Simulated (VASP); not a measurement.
# Ag (Im-3m) in VASP: settings compared, part 2 of 2

VASP 6.6.1. Earlier steps stand in the parts before.

## Step 4: Phonons, PBEsol+D3(BJ)

Contents of INCAR:

```
SYSTEM = Ag
PREC     = Accurate       ! precision mode
ENCUT    = 500            ! plane-wave cutoff, eV
EDIFF    = 1E-8           ! SCF threshold, eV
ISMEAR   = 1              ! smearing method
SIGMA    = 0.1            ! smearing width, eV
LREAL    = .False.        ! projectors in reciprocal space
LASPH    = .True.         ! aspherical terms in the spheres
NELM     = 120            ! most SCF steps
ALGO     = Normal         ! electronic algorithm
ISIF     = 2              ! what is computed and relaxed
LWAVE    = .False.        ! write WAVECAR
LCHARG   = .False.        ! write CHGCAR
GGA      = PS             ! functional
IVDW     = 12             ! dispersion correction
IBRION   = 6              ! ionic algorithm
NFREE    = 2            
POTIM    = 0.015          ! step
NSW      = 1              ! ionic steps
GGA_COMPAT= .False.
```

Contents of KPOINTS:

```
regular mesh
0
Gamma
  8 8 8
  0 0 0
```

Contents of POSCAR:

```
Ag
1.0
   -1.6556540000      1.6556540000      1.6556540000
    1.6556540000     -1.6556540000      1.6556540000
    1.6556540000      1.6556540000     -1.6556540000
Ag
1
Direct
    0.0000000000      0.0000000000      0.0000000000
```

Potentials or basis: VASP PAW PBE potentials, release 64 (Ag).

Started as:

```sh
cat potpaw_PBE.64/Ag/POTCAR > POTCAR
mpirun -np 1 vasp_std > vasp.out
```

OUTCAR:

```text
SYSTEM = Ag
   PREC = Accurate
   ENCUT = 500
   EDIFF = 1E-8
   ISMEAR = 1
   LREAL = .False.
   LASPH = .True.
   NELM = 120
   ISIF = 2
   GGA = PS
   IVDW = 12
   IBRION = 6
   NFREE = 2
   POTIM = 0.015
   NSW = 1
 IVDW          = 12

 ion  position               nearest neighbor table
   1  0.000  0.000  0.000-

  LATTYP: Found a body centered cubic cell.
 ALAT       =     3.3113080000

  Lattice vectors:

 A1 = (  -1.6556540000,   1.6556540000,   1.6556540000)
 A2 = (   1.6556540000,  -1.6556540000,   1.6556540000)
 A3 = (   1.6556540000,   1.6556540000,  -1.6556540000)

Analysis of symmetry for initial positions (statically):
=====================================================================
 Subroutine PRICEL returns:
 Original cell was already a primitive cell.

 Routine SETGRP: Setting up the symmetry group for a
 body centered cubic supercell.

 Subroutine GETGRP returns: Found 48 space group operations
[... 9 lines left out ...]

 Routine SETGRP: Setting up the symmetry group for a
 body centered cubic supercell.

 Subroutine GETGRP returns: Found 48 space group operations
[... 11 lines left out ...]
                                     Primitive cell

  volume of cell :      18.1538

  direct lattice vectors                    reciprocal lattice vectors
    -1.655654000  1.655654000  1.655654000     0.000000000  0.301995465  0.301995465
     1.655654000 -1.655654000  1.655654000     0.301995465  0.000000000  0.301995465
     1.655654000  1.655654000 -1.655654000     0.301995465  0.301995465  0.000000000

  length of vectors
     2.867676848  2.867676848  2.867676848     0.427086083  0.427086083  0.427086083

  position of ions in fractional coordinates (direct lattice)
     0.000000000  0.000000000  0.000000000

  ion indices of the primitive-cell ions
   primitive index   ion index
                 1           1

----------------------------------------------------------------------------------------

 KPOINTS: regular mesh

Automatic generation of k-mesh.
 Grid dimensions read from file:
 generate k-points for:    8    8    8

 Generating k-lattice:

  Cartesian coordinates                     Fractional coordinates (reciprocal lattice)
     0.000000000  0.037749433  0.037749433     0.125000000  0.000000000  0.000000000
     0.037749433  0.000000000  0.037749433     0.000000000  0.125000000  0.000000000
     0.037749433  0.037749433  0.000000000     0.000000000  0.000000000  0.125000000

  Length of vectors
     0.053385760  0.053385760  0.053385760

  Shift w.r.t. Gamma in fractional coordinates (k-lattice)
     0.000000000  0.000000000  0.000000000

 Subroutine IBZKPT returns following result:
 ===========================================

 Found     29 irreducible k-points:

 Following reciprocal coordinates:
            Coordinates               Weight
  0.000000  0.000000  0.000000      1.000000
  0.125000  0.000000  0.000000     12.000000
  0.250000  0.000000  0.000000     12.000000
  0.375000  0.000000  0.000000     12.000000
[... 39 lines left out ...]
   EDIFF  = 0.1E-07   stopping-criterion for ELM
   LREAL  =      F    real-space projection
   EDIFFG = 0.1E-06   stopping-criterion for IOM
   NSW    =     49    number of steps for IOM
   IBRION =      6    ionic relax: 0-MD 1-quasi-New 2-CG
   NFREE  =      2    steps in history (QN), initial steepest desc. (CG)
   ISIF   =      2    stress and relaxation
   ISYM   =      2    0-nonsym 1-usesym 2-fastsym
   POTIM  = 0.0150    time-step for ionic-motion
   TEBEG  =    0.0;   TEEND  =   0.0 temperature during run
   PSTRESS=    0.0 pullay stress
   NELECT =      11.0000    total number of electrons
   NUPDOWN=      -1.0000    fix difference up-down
   EMIN   =  10.00;   EMAX   =-10.00  energy-range for DOS
   EFERMI =   0.00;   METHOD = LEGACY
   ISMEAR =     1;   SIGMA  =   0.10  broadening in eV -4-tet -1-fermi 0-gaus
   EFERMI_NEDOS =   21; number of points for ismear=-14 and -15
   IALGO  =     38    algorithm
   IMIX   =      4    mixing-type and parameters
     AMIX     =   0.40;   BMIX     =  1.00
     AMIX_MAG =   1.60;   BMIX_MAG =  1.00
  volume/ion in A,a.u.               =      18.15       122.51
  Fermi-wavevector in a.u.,A,eV,Ry     =   1.385318  2.617871 26.111022  1.919106
  Thomas-Fermi vector in A             =   2.509739
   LORBIT       =      0    0 simple, 1 ext, 2 COOP (PROOUT), +10 PAW based schemes
   GGA     = PS    functional components
   LHFCALC =     F    Hartree Fock is set to
   AEXX    =    0.0000 exact exchange contribution
   IVDW    =    12    specifies the selected vdW correction
   LEPSILON=     F    determine dielectric tensor
   LRPA    =     F    only Hartree local field effects (RPA)
 finite differences with symmetry
 non-spin polarized calculation
 Methfessel and Paxton  Order N= 1 SIGMA  =   0.10
  energy-cutoff  :      500.00
  volume of cell :       18.15
 maximum number of plane-waves:       471
 NGX is ok and might be reduce to    24
   NGX = 11   NGY = 11   NGZ = 11

--------------------------------------- Ionic step        1  -------------------------------------------

 number of electron      11.0000001 magnetization

 Free energy of the ion-electron system (eV)
  ---------------------------------------------------
  ext. energy  EPLUGINS =         0.00000000
  ---------------------------------------------------
  free energy    TOTEN  =        -3.18712775 eV

  energy without entropy =       -3.18462974  energy(sigma->0) =       -3.18629508

------------------------ aborting loop because EDIFF is reached ----------------------------------------

 Edisp (eV)   -0.51139

 E8    (eV) :    -0.3392
[... 69 lines left out ...]
--------------------------------------- Ionic step        3  -------------------------------------------

 number of electron      11.0000001 magnetization

 Free energy of the ion-electron system (eV)
  ---------------------------------------------------
  ext. energy  EPLUGINS =         0.00000000
  ---------------------------------------------------
  free energy    TOTEN  =        -3.18712775 eV

  energy without entropy =       -3.18462975  energy(sigma->0) =       -3.18629509

 E-fermi :   7.5343     XC(G=0): -12.0445

 val. band max:        7.4164911756   @ k =   0.5000   0.0000   0.0000
 cond. band min:       7.5355659522   @ k =   0.3750   0.1250  -0.0000
 fundamental gap:      0.1190747766
 Fermi energy:         7.5342545804

 k-point     1 :       0.0000    0.0000    0.0000
  band No.  band energies     occupation
      1       0.0189      2.00000
      2       2.7203      2.00000
      3       2.7203      2.00000
      4       2.7203      2.00000
      5       3.9348      2.00000
      6       3.9348      2.00000
      7      25.1027      0.00000
      8      25.1027      0.00000
      9      25.1027      0.00000
[... 265 lines left out ...]
 k-point    24 :      -0.3750    0.3750    0.2500
  band No.  band energies     occupation
      1       2.0985      2.00000
      2       2.3664      2.00000
      3       3.1761      2.00000
      4       3.5436      2.00000
      5       4.3305      2.00000
      6       7.7381     -0.01410
      7      15.5129      0.00000
      8      17.9222      0.00000
      9      20.3924      0.00000

 [... further k-points ...]

------------------------ aborting loop because EDIFF is reached ----------------------------------------

 Edisp (eV)   -0.51139

 E8    (eV) :    -0.3392
[... 24 lines left out ...]
  FREE ENERGIE OF THE ION-ELECTRON SYSTEM (eV)
  ---------------------------------------------------
  free  energy   TOTEN  =        -3.6985172937 eV

  energy  without entropy=       -3.6960192872  energy(sigma->0) =       -3.69768462

 INTERNAL STRAIN TENSORS FROM DISPLACED ATOMS
 ============================================

 INTERNAL STRAIN TENSOR FOR ION    1 for displacements in x,y,z  (eV/Angst):
          X           Y           Z          XY          YZ          ZX
  --------------------------------------------------------------------------------
  x     0.00000     0.00000     0.00000     0.00000     0.00000     0.00000
  y     0.00000     0.00000     0.00000     0.00000     0.00000     0.00000
  z     0.00000     0.00000     0.00000     0.00000     0.00000     0.00000

 Eigenvectors and eigenvalues of the dynamical matrix
 ----------------------------------------------------

   1 f  =    0.000000 THz     0.000000 2PiTHz    0.000000 cm-1     0.000000 meV
             X         Y         Z           dx          dy          dz
      0.000000  0.000000  0.000000     0.712249   -0.701927    0.000000

   2 f  =    0.000000 THz     0.000000 2PiTHz    0.000000 cm-1     0.000000 meV
             X         Y         Z           dx          dy          dz
      0.000000  0.000000  0.000000    -0.701927   -0.712249    0.000000

   3 f  =    0.000000 THz     0.000000 2PiTHz    0.000000 cm-1     0.000000 meV
             X         Y         Z           dx          dy          dz
      0.000000  0.000000  0.000000     0.000000    0.000000    1.000000

 ELASTIC MODULI CONTR FROM IONIC RELAXATION (kBar)
 Direction    XX          YY          ZZ          XY          YZ          ZX
 --------------------------------------------------------------------------------
 XX           0.0000      0.0000      0.0000      0.0000      0.0000      0.0000
 YY           0.0000      0.0000      0.0000      0.0000      0.0000      0.0000
 ZZ           0.0000      0.0000      0.0000      0.0000      0.0000      0.0000
 XY           0.0000      0.0000      0.0000      0.0000      0.0000      0.0000
 YZ           0.0000      0.0000      0.0000      0.0000      0.0000      0.0000
 ZX           0.0000      0.0000      0.0000      0.0000      0.0000      0.0000
 --------------------------------------------------------------------------------
```

Run time: 5.2 s. Hardware: 1 thread of Intel Xeon 6975P-C (Granite Rapids), shared host; peak memory 0.15 GiB.

Results:

```yaml
Dispersion_energy_per_atom: -0.511 eV
```

Caveat: the cell wasn't relaxed at this level first, which shifts response properties.
